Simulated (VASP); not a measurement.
Here is a VASP 6.6.1 calculation.

The input INCAR:

```
SYSTEM = BaTiO3
ALGO = Normal ; EDIFF = 1E-6
EDIFFG = -0.01 ; ENCUT = 600
GGA = PS ; IBRION = 2
ISIF = 4 ; ISMEAR = 0
LASPH = .TRUE. ; LCHARG = .FALSE.
LREAL = .FALSE. ; LWAVE = .FALSE.
NELM = 80 ; NSW = 60
PREC = Accurate ; SIGMA = 0.05
```

KPOINTS

```
k-points
0
G
  8 8 8
  0 0 0
```

File POSCAR:

```
BaTiO3
1.0
    4.0018774638      0.0000000000      0.0000000000
    0.0000000000      2.8655524963      2.8760988731
    0.0000000000     -2.8655524963      2.8760988731
Ba Ti O
1 1 3
Direct
    0.0000000000      0.0070717264      0.0070717264
    0.5000000000      0.5198413058      0.5198413058
    0.0000000000      0.4914238104      0.4914238104
    0.5000000000      0.4937329499      0.9848102075
    0.5000000000      0.9848102075      0.4937329499
```

Potentials or basis: VASP PAW PBE potentials, release 64 (Ba_sv, Ti_sv, O).

Launch:

```bash
$ cat potpaw_PBE.64/Ba_sv/POTCAR potpaw_PBE.64/Ti_sv/POTCAR potpaw_PBE.64/O/POTCAR > POTCAR
$ mpirun -np 1 vasp_std > vasp.out
```

Question: What does it give for the band gap on the k mesh?

Answer: 2.23 eV, indirect (least direct gap 2.71 eV).

Final structure:
```xyz
5
Lattice="3.9713 0.0000 0.0000 0.0000 2.8717 2.8920 0.0000 -2.8717 2.8920" Properties=species:S:1:pos:R:3 pbc="T T T"
Ba    0.0000    0.0000    0.0536
Ti    1.9856    0.0000    3.0388
O     0.0000    0.0000    2.8317
O     1.9856   -1.3938    4.2590
O     1.9856    1.3938    4.2590
```

Caveat: spin-orbit coupling is left out, which moves the levels of the heavy elements. A k mesh can miss the band edges.
